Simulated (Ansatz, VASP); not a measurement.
**MgO: VASP beside Ansatz**

File INCAR:

```
SYSTEM = MgO
ALGO = Normal
EDIFF = 1E-6
ENCUT = 600
GGA = PE
GGA_COMPAT = .FALSE.
ISIF = 2
ISMEAR = 0
LASPH = .TRUE.
LCHARG = .TRUE.
LELF = .TRUE.
LREAL = .FALSE.
LVHAR = .TRUE.
LWAVE = .FALSE.
NBANDS = 11
NELM = 120
PREC = Accurate
SIGMA = 0.01
```

File KPOINTS:

```
k-points
0
G
  10 10 10
  0 0 0
```

File POSCAR:

```
MgO
1.0
    0.0000000000      1.8234333167      1.8234333167
    1.8234333167      0.0000000000      1.8234333167
    1.8234333167      1.8234333167      0.0000000000
Mg O
1 1
Direct
    0.0000000000      0.0000000000      0.0000000000
    0.5000000000      0.5000000000      0.5000000000
```

Input for Ansatz:

```yaml
crystal:
  lattice:
    - [0.0, 1.8234333167, 1.8234333167]
    - [1.8234333167, 0.0, 1.8234333167]
    - [1.8234333167, 1.8234333167, 0.0]
  atoms:
    - { symbol: Mg, position: [0.0, 0.0, 0.0] }
    - { symbol: O, position: [0.5, 0.5, 0.5] }
scf:
  occupations: { method: fixed }
output:
  forces: true
  stress: true
  eigenvalues: true
hamiltonian:
  xc: pbe
basis:
  ecutwfc: 700
kpoints:
  mp_grid: { grid: [10, 10, 10] }
```

Alike in both runs: task single point; functional PBE; k mesh 10 × 10 × 10; no spin polarisation.

```csv
,VASP,Ansatz
version,VASP 6.6.1,Ansatz 0.2.0
potentials or method,"VASP PAW PBE potentials, release 64 (Mg, O), cutoff 600 eV","scalar-relativistic, plane waves, PAW"
occupations,"gaussian, width 0.01 eV",fixed
valence electrons in the cell,8,16
```

Ansatz gave:

- gap on the k mesh at the Fermi level (eV): 9.25
- least direct gap on the mesh (eV): 10.19

Q: Estimate VASP's values.

A: gap on the k mesh at the Fermi level (eV): 9.19; least direct gap on the mesh (eV): 10.22.

VASP's potentials hold 8 valence electrons a cell and Ansatz's 16, so a difference there can come from the potentials and not from the codes.
